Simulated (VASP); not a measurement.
# AlCo (Fm-3m) in VASP: further runs

Runs on AlCo. Level: PBE. Tasks: single point, relaxation of cell and atoms.

Everything below comes from runs of VASP 6.6.1. Logs are shortened: lines on timing, memory, paths and dates and some standing lists are left out, and cuts for length are marked.

## (1) The cell of the first run

Symmetry: Fm-3m, No. 225, cubic system. Conventional cell: a = 4.792 Å, b = 4.792 Å, c = 4.792 Å, α = 90.00°, β = 90.00°, γ = 90.00°. Al (site symmetry m-3m) has 6 Co at 2.40 Å within 3.2 Å. Within 3.2 Å of Co (site symmetry m-3m) lie 6 Al at 2.40 Å.

## (2) Single point, PBE, collinear spin, ferromagnetic start

File INCAR:

```
PREC = Accurate ; ENCUT = 520
EDIFF = 1E-6 ; ISMEAR = 0
SIGMA = 0.1 ; LREAL = F
LASPH = T ; NELM = 150
ALGO = Normal ; ISIF = 2
LWAVE = F ; LCHARG = F
ISPIN = 2 ; MAGMOM = 0 3
LORBIT = 11 ; LMAXMIX = 4
GGA = PE ; NBANDS = 17
```

File KPOINTS:

```
Automatic mesh
0
Gamma
  6 6 6
```

File POSCAR:

```
AlCo
1.0
    0.0000000000      2.3958142018      2.3958142018
    2.3958142018      0.0000000000      2.3958142018
    2.3958142018      2.3958142018      0.0000000000
Al Co
1 1
Direct
    0.0000000000      0.0000000000      0.0000000000
    0.5000000000      0.5000000000      0.5000000000
```

Potentials or basis: VASP PAW PBE potentials, release 64 (Al, Co).

Launch:

```bash
cat potpaw_PBE.64/Al/POTCAR potpaw_PBE.64/Co/POTCAR > POTCAR
mpirun -np 1 vasp_std > vasp.out
```

OUTCAR:

```text
PREC = Accurate
   ENCUT = 520
   EDIFF = 1E-6
   ISMEAR = 0
   LREAL = F
   LASPH = T
   NELM = 150
   ISIF = 2
   ISPIN = 2
   LORBIT = 11
   GGA = PE

 ion  position               nearest neighbor table
   1  0.000  0.000  0.000-   2 2.40   2 2.40   2 2.40   2 2.40   2 2.40   2 2.40
   2  0.500  0.500  0.500-   1 2.40   1 2.40   1 2.40   1 2.40   1 2.40   1 2.40

  LATTYP: Found a face centered cubic cell.
 ALAT       =     4.7916284036

  Lattice vectors:

 A1 = (   0.0000000000,   2.3958142018,   2.3958142018)
 A2 = (   2.3958142018,   0.0000000000,   2.3958142018)
 A3 = (   2.3958142018,   2.3958142018,   0.0000000000)

Analysis of symmetry for initial positions (statically):
=====================================================================
 Subroutine PRICEL returns:
 Original cell was already a primitive cell.

 Routine SETGRP: Setting up the symmetry group for a
 face centered cubic supercell.

 Subroutine GETGRP returns: Found 48 space group operations
 (whereof 48 operations were pure point group operations)
 out of a pool of 48 trial point group operations.

The static configuration has the point symmetry O_h .

Analysis of symmetry for dynamics (positions and initial velocities):
=====================================================================
 Subroutine PRICEL returns:
 Original cell was already a primitive cell.

 Routine SETGRP: Setting up the symmetry group for a
 face centered cubic supercell.

 Subroutine GETGRP returns: Found 48 space group operations
 (whereof 48 operations were pure point group operations)
 out of a pool of 48 trial point group operations.

The dynamic configuration has the point symmetry O_h .

Analysis of structural, dynamic, and magnetic symmetry:
=====================================================================
 Subroutine PRICEL returns:
 Original cell was already a primitive cell.

 Routine SETGRP: Setting up the symmetry group for a
 face centered cubic supercell.

 Subroutine GETGRP returns: Found 48 space group operations
 (whereof 48 operations were pure point group operations)
 out of a pool of 48 trial point group operations.

The overall configuration has the point symmetry O_h .

 Subroutine INISYM returns: Found 48 space group operations
 (whereof 48 operations are pure point group operations),
 and found     1 'primitive' translations

----------------------------------------------------------------------------------------

                                     Primitive cell

  volume of cell :      27.5036

  direct lattice vectors                    reciprocal lattice vectors
     0.000000000  2.395814202  2.395814202    -0.208697319  0.208697319  0.208697319
     2.395814202  0.000000000  2.395814202     0.208697319 -0.208697319  0.208697319
     2.395814202  2.395814202  0.000000000     0.208697319  0.208697319 -0.208697319

  length of vectors
     3.388192937  3.388192937  3.388192937     0.361474359  0.361474359  0.361474359

  position of ions in fractional coordinates (direct lattice)
     0.000000000  0.000000000  0.000000000
     0.500000000  0.500000000  0.500000000

  ion indices of the primitive-cell ions
   primitive index   ion index
                 1           1
                 2           2

----------------------------------------------------------------------------------------

 KPOINTS: Automatic mesh

Automatic generation of k-mesh.
 Grid dimensions read from file:
 generate k-points for:    6    6    6

 Generating k-lattice:

  Cartesian coordinates                     Fractional coordinates (reciprocal lattice)
    -0.034782886  0.034782886  0.034782886     0.166666667  0.000000000  0.000000000
     0.034782886 -0.034782886  0.034782886     0.000000000  0.166666667  0.000000000
     0.034782886  0.034782886 -0.034782886     0.000000000  0.000000000  0.166666667

  Length of vectors
     0.060245727  0.060245727  0.060245727

  Shift w.r.t. Gamma in fractional coordinates (k-lattice)
     0.000000000  0.000000000  0.000000000

 Subroutine IBZKPT returns following result:
 ===========================================

 Found     16 irreducible k-points:

 Following reciprocal coordinates:
            Coordinates               Weight
  0.000000  0.000000  0.000000      1.000000
  0.166667  0.000000  0.000000      8.000000
  0.333333  0.000000  0.000000      8.000000
  0.500000  0.000000  0.000000      4.000000
  0.166667  0.166667  0.000000      6.000000
  0.333333  0.166667  0.000000     24.000000
[... 8 lines left out ...]
 -0.333333  0.333333  0.166667     24.000000
 -0.333333  0.500000  0.166667     12.000000
   k-points           NKPTS =     16   k-points in BZ     NKDIM =     16   number of bands    NBANDS=     17
   number of dos      NEDOS =    301   number of ions     NIONS =      2
   total plane-waves  NPLWV =  21952
   dimension x,y,z NGX =    28 NGY =   28 NGZ =   28
   dimension x,y,z NGXF=    56 NGYF=   56 NGZF=   56
   ions per type =               1   1
   NGX,Y,Z   is equivalent  to a cutoff of  13.74, 13.74, 13.74 a.u.
   NGXF,Y,Z  is equivalent  to a cutoff of  27.48, 27.48, 27.48 a.u.
 SYSTEM =  unknown system
   PREC   = accura    normal or accurate (medium, high low for compatibility)
   ISTART =      0    job   : 0-new  1-cont  2-samecut
   ICHARG =      2    charge: 1-file 2-atom 10-const
   ISPIN  =      2    spin polarized calculation?
   LNONCOLLINEAR =      F non collinear calculations
   LSORBIT =      F    spin-orbit coupling
   LASPH  =      T    aspherical Exc in radial PAW
   ENCUT  =  520.0 eV  38.22 Ry    6.18 a.u.   6.30  6.30  6.30*2*pi/ulx,y,z
   NELM   =    150;   NELMIN=  2; NELMDL= -5     # of ELM steps
   EDIFF  = 0.1E-05   stopping-criterion for ELM
   LREAL  =      F    real-space projection
[... 7 lines left out ...]
   TEBEG  =    0.0;   TEEND  =   0.0 temperature during run
   PSTRESS=    0.0 pullay stress
   NELECT =      12.0000    total number of electrons
   NUPDOWN=      -1.0000    fix difference up-down
   EMIN   =  10.00;   EMAX   =-10.00  energy-range for DOS
   EFERMI =   0.00;   METHOD = LEGACY
   ISMEAR =     0;   SIGMA  =   0.10  broadening in eV -4-tet -1-fermi 0-gaus
   EFERMI_NEDOS =   21; number of points for ismear=-14 and -15
   IALGO  =     38    algorithm
   IMIX   =      4    mixing-type and parameters
     AMIX     =   0.40;   BMIX     =  1.00
     AMIX_MAG =   1.60;   BMIX_MAG =  1.00
  volume/ion in A,a.u.               =      13.75        92.80
  Fermi-wavevector in a.u.,A,eV,Ry     =   1.241668  2.346412 20.976634  1.541739
  Thomas-Fermi vector in A             =   2.376056
   LORBIT       =     11    0 simple, 1 ext, 2 COOP (PROOUT), +10 PAW based schemes
   GGA     = PE    functional components
   LHFCALC =     F    Hartree Fock is set to
   AEXX    =    0.0000 exact exchange contribution
   IVDW    =     0    specifies the selected vdW correction
   LEPSILON=     F    determine dielectric tensor
   LRPA    =     F    only Hartree local field effects (RPA)
 spin polarized calculation
 Gauss-broadening in eV      SIGMA  =   0.10
  energy-cutoff  :      520.00
  volume of cell :       27.50
 maximum number of plane-waves:       754
 NGX is ok and might be reduce to    28
   NGX = 13   NGY = 13   NGZ = 13

 number of electron      12.0000004 magnetization       0.2569787

 Free energy of the ion-electron system (eV)
  ---------------------------------------------------
  ext. energy  EPLUGINS =         0.00000000
  ---------------------------------------------------
  free energy    TOTEN  =       -10.32424290 eV

  energy without entropy =      -10.31594210  energy(sigma->0) =      -10.32009250

 E-fermi :   8.2988     XC(G=0): -11.3682

 val. band max:        8.2143582422   @ k =  -0.3333   0.5000   0.1667
 cond. band min:       8.3284473793   @ k =   0.5000   0.0000   0.0000
 fundamental gap:      0.1140891371
 Fermi energy:         8.2988303977

 spin component 1

 k-point     1 :       0.0000    0.0000    0.0000
  band No.  band energies     occupation
      1      -1.4685      1.00000
      2       6.7609      1.00000
      3       6.7609      1.00000
      4       6.7609      1.00000
      5       6.9401      1.00000
      6       6.9401      1.00000
[... 9 lines left out ...]
     16      24.4756      0.00000
     17      24.4756      0.00000
[... 281 lines left out ...]
 k-point    16 :      -0.3333    0.5000    0.1667
  band No.  band energies     occupation
      1       3.8731      1.00000
      2       5.1483      1.00000
      3       5.5520      1.00000
      4       6.6163      1.00000
      5       7.8076      1.00000
      6       8.2144      0.88388
[... 9 lines left out ...]
     16      30.7907      0.00000
     17      31.8160      0.00000
 Fermi energy:         8.2988303977

 spin component 2

 k-point     1 :       0.0000    0.0000    0.0000
  band No.  band energies     occupation
      1      -1.4559      1.00000
      2       7.0067      1.00000
      3       7.0067      1.00000
      4       7.0067      1.00000
      5       7.1104      1.00000
      6       7.1104      1.00000
[... 9 lines left out ...]
     16      24.5346      0.00000
     17      24.5346      0.00000
[... 281 lines left out ...]
 k-point    16 :      -0.3333    0.5000    0.1667
  band No.  band energies     occupation
      1       3.9299      1.00000
      2       5.1933      1.00000
      3       5.6912      1.00000
      4       6.7420      1.00000
      5       8.0977      0.99777
      6       8.4580      0.01221
[... 9 lines left out ...]
     16      30.7868      0.00000
     17      31.8389      0.00000

------------------------ aborting loop because EDIFF is reached ----------------------------------------

  FORCE on cell =-STRESS in cart. coord.  units (eV):
  Direction    XX          YY          ZZ          XY          YZ          ZX
  --------------------------------------------------------------------------------------
  -------------------------------------------------------------------------------------
  Total       -0.0317042     -0.0317042     -0.0317042      0.0000000      0.0000000      0.0000000
  in kB       -1.8468780     -1.8468780     -1.8468780      0.0000000      0.0000000      0.0000000
  external PRESSURE =      -1.8468780 kB  Pullay stress =       0.0000000 kB

 VOLUME and BASIS-vectors are now :
 -----------------------------------------------------------------------------
  energy-cutoff  :      520.00
  volume of cell :       27.50
      direct lattice vectors                 reciprocal lattice vectors
     0.000000000  2.395814202  2.395814202    -0.208697319  0.208697319  0.208697319
     2.395814202  0.000000000  2.395814202     0.208697319 -0.208697319  0.208697319
     2.395814202  2.395814202  0.000000000     0.208697319  0.208697319 -0.208697319

 POSITION                                       TOTAL-FORCE (eV/Angst)
 -----------------------------------------------------------------------------------
      0.00000      0.00000      0.00000        -0.000000      0.000000     -0.000000
      2.39581      2.39581      2.39581         0.000000     -0.000000      0.000000
 -----------------------------------------------------------------------------------
    total drift:                                0.000000      0.000000      0.000000

  FREE ENERGIE OF THE ION-ELECTRON SYSTEM (eV)
  ---------------------------------------------------
  free  energy   TOTEN  =       -10.3242429006 eV

  energy  without entropy=      -10.3159420960  energy(sigma->0) =      -10.32009250

 total charge

# of ion       s       p       d       tot
------------------------------------------
    1        0.456   0.381   0.000   0.837
    2        0.398   0.349   7.609   8.356
--------------------------------------------------
tot          0.854   0.730   7.609   9.193

 magnetization (x)

# of ion       s       p       d       tot
------------------------------------------
    1       -0.002  -0.001   0.000  -0.003
    2        0.014   0.003   0.244   0.262
--------------------------------------------------
tot          0.013   0.001   0.244   0.258
```

It took 29 s on 1 thread of Intel Xeon 6975P-C, shared host; peak memory 0.17 GiB.

What came out:

```
Free energy                                           : -10.3242 eV
Pressure                                              : -0.2 GPa
Net moment                                            : 0.26 μB per cell
Site moments                                          : Al -0.00; Co +0.26 μB
Valence electrons inside the program's atomic spheres : Al 0.84; Co 8.36
```

Caveat: the k points lie up to 0.38 Å⁻¹ apart.

## (3) Single point, PBE, collinear spin, ferromagnetic start

This run uses another cell than the first one, of 14.72 Å³/atom, 1.071 times its volume.

File INCAR:

```
  PREC = Accurate
  ENCUT = 520
  EDIFF = 1E-6
  ISMEAR = 0
  SIGMA = 0.1
  LREAL = False
  LASPH = True
  NELM = 150
  ALGO = Fast
  ISIF = 2
  LWAVE = False
  LCHARG = False
  ISPIN = 2
  MAGMOM = 0 3
  LORBIT = 11
  LMAXMIX = 4
  GGA = PE
  NBANDS = 17
```

KPOINTS is that of step 2.

File POSCAR:

```
AlCo
1.0
    0.0000000000      2.4509592000      2.4509592000
    2.4509592000      0.0000000000      2.4509592000
    2.4509592000      2.4509592000      0.0000000000
Al Co
1 1
Direct
    0.0000000000      0.0000000000      0.0000000000
    0.5000000000      0.5000000000      0.5000000000
```

Potentials or basis: VASP PAW PBE potentials, release 64 (Al, Co).

Launch:

```bash
cat potpaw_PBE.64/Al/POTCAR potpaw_PBE.64/Co/POTCAR > POTCAR
mpirun -np 1 vasp_std > vasp.out
```

It took 40 s on 1 thread of Intel Xeon 6975P-C, shared host; peak memory 0.17 GiB.

It converged, with:

| Quantity | Value |
| --- | --- |
| Free energy | -10.2783 eV |
| Pressure | -6.9 GPa |
| Net moment | 0.39 μB per cell |
| Site moments | Al -0.01; Co +0.41 μB |
| Valence electrons inside the program's atomic spheres | Al 0.81; Co 8.26 |

Levels at points of the mesh, in eV from the Fermi level:
Spin up:
| k point | band 4 | band 5 | band 6 | band 7 | band 8 | band 9 |
| --- | --- | --- | --- | --- | --- | --- |
| (0.00, 0.00, 0.00) | -1.44 | -1.26 | -1.26 | 6.82 | 6.82 | 6.82 |
| (0.50, 0.00, 0.00) | -1.86 | -0.68 | -0.68 | -0.06 | 6.98 | 6.98 |
| (0.50, 0.50, 0.00) | -0.92 | -0.52 | -0.52 | 0.49 | 1.98 | 1.98 |
Spin down:
```csv
k point,band 2,band 3,band 4,band 5,band 6,band 7,band 8,band 9,band 10,band 11
"(0.00, 0.00, 0.00)",-1.04,-1.04,-1.04,-1.00,-1.00,6.83,6.83,6.83,10.84,10.84
"(0.50, 0.00, 0.00)",-4.80,-1.61,-1.61,-0.25,-0.25,0.35,7.02,7.02,8.21,8.21
"(0.50, 0.50, 0.00)",-3.08,-1.99,-0.65,-0.06,-0.06,0.70,1.98,1.98,6.07,7.03
```

Caveat: the k points lie up to 0.37 Å⁻¹ apart.

## (4) Relaxation of cell and atoms, PBE, collinear spin, ferromagnetic start

This run uses another cell than the first one, of 14.72 Å³/atom, 1.071 times its volume.

File INCAR:

```
SYSTEM = AlCo
  PREC = Accurate
  ENCUT = 600
  EDIFF = 1E-6
  ISMEAR = 0
  SIGMA = 0.1
  LREAL = .False.
  LASPH = .True.
  NELM = 150
  ALGO = Normal
  ISIF = 3
  LWAVE = .False.
  LCHARG = .False.
  ISPIN = 2
  MAGMOM = 0 3
  LORBIT = 11
  LMAXMIX = 4
  GGA = PE
  IBRION = 2
  NSW = 90
  EDIFFG = -0.04
```

File KPOINTS:

```
regular mesh
0
Gamma
  6 6 6
  0 0 0
```

POSCAR is that of step 3.

Launch:

```bash
cat potpaw_PBE.64/Al/POTCAR potpaw_PBE.64/Co/POTCAR > POTCAR
mpirun -np 1 vasp_std > vasp.out
```

Wall time 55 s (1 thread of Intel Xeon 6975P-C, shared host); peak memory 0.18 GiB.

Results (log left out):

- Free energy: -10.3247 eV
- Relaxed volume: 13.73 Å³/atom
- Relaxed cell: a = 3.386 Å, b = 3.386 Å, c = 3.386 Å, α = 60.00°, β = 60.00°, γ = 60.00°
- Space group after relaxing (to 0.05 Å): Fm-3m (No. 225)
- Energy gained by relaxing: 23.3 meV/atom
- Ionic steps: 3
- Pressure after relaxing: 0.1 GPa
- Net moment: 0.25 μB per cell
- Site moments: Al -0.00; Co +0.26 μB
- Valence electrons inside the program's atomic spheres: Al 0.84; Co 8.36

The path:
| step | energy change (eV) | largest force (eV/Å) | pressure (GPa) | volume (Å³) |
| --- | --- | --- | --- | --- |
| 1 | 0.0000 | 0.0000 | -6.93 | 29.45 |
| 2 | -0.0405 | 0.0000 | 2.95 | 26.82 |
| 3 | -0.0465 | 0.0000 | 0.08 | 27.45 |

Final structure:
```yaml
crystal:
  lattice:
    - [0.00000, 2.39435, 2.39435]
    - [2.39435, 0.00000, 2.39435]
    - [2.39435, 2.39435, 0.00000]
  atoms:
    - { symbol: Al, position: [0.00000, 0.00000, 0.00000] }
    - { symbol: Co, position: [0.50000, 0.50000, 0.50000] }
```

Levels at points of the mesh, in eV from the Fermi level:
Spin up:
| k point | band 4 | band 5 | band 6 | band 7 | band 8 | band 9 |
| --- | --- | --- | --- | --- | --- | --- |
| (0.00, 0.00, 0.00) | -1.54 | -1.36 | -1.36 | 7.25 | 7.25 | 7.25 |
| (0.50, 0.00, 0.00) | -2.00 | -0.67 | -0.67 | 0.03 | 7.18 | 7.18 |
| (0.50, 0.50, 0.00) | -0.98 | -0.49 | -0.49 | 0.59 | 2.04 | 2.04 |
Spin down:
| k point | band 3 | band 4 | band 5 | band 6 | band 7 | band 8 | band 9 | band 10 |
| --- | --- | --- | --- | --- | --- | --- | --- | --- |
| (0.00, 0.00, 0.00) | -1.30 | -1.30 | -1.19 | -1.19 | 7.27 | 7.27 | 7.27 | 11.19 |
| (0.50, 0.00, 0.00) | -1.84 | -1.84 | -0.41 | -0.41 | 0.28 | 7.22 | 7.22 | 8.73 |
| (0.50, 0.50, 0.00) | -2.35 | -0.80 | -0.21 | -0.21 | 0.72 | 2.06 | 2.06 | 6.66 |

Caveat: the k points lie up to 0.38 Å⁻¹ apart in the final cell.

(Continued in part 2 of 2.)
